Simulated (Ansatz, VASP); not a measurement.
Two plane-wave programs on Ti

```xyz
1
Lattice="-1.6902 1.6902 1.6410 1.6902 -1.6902 1.6410 1.6902 1.6902 -1.6410" Properties=species:S:1:pos:R:3 pbc="T T T"
Ti    0.0000    0.0000    0.0000
```

Change from the starting cell: x and y stretched by +3 %, z held, PAW files.

Alike in both runs: task electric field gradients; functional PBE; k mesh 14 × 14 × 14; occupations fermi-dirac, width 0.05 eV; no spin polarisation.

|  | VASP | Ansatz |
| --- | --- | --- |
| version | VASP 6.6.1 | Ansatz 0.2.0 |
| potentials or method | VASP PAW PBE potentials, release 64 (Ti_sv) | PAW with Ansatz's default frozen-core files, scalar-relativistic |
| plane-wave cutoff (eV) | 520 | 420 |
| valence electrons in the cell | 12 | 12 |

VASP gave:

| Quantity | Value |
| --- | --- |
| pressure (GPa) | -7.8 |
| traceless stress, the component that is largest in VASP (GPa) | -0.59 |
| size of Vzz on the site where it differs most (V/Å²) | 0.2 |

Task: What did Ansatz give for the same quantities?

Result: Pressure (GPa): -7.6; traceless stress, the component that is largest in VASP (GPa): -0.59; size of Vzz on the site where it differs most (V/Å²): 0.2.

The functional is the same, so the differences come from potentials, cutoffs and numerics.
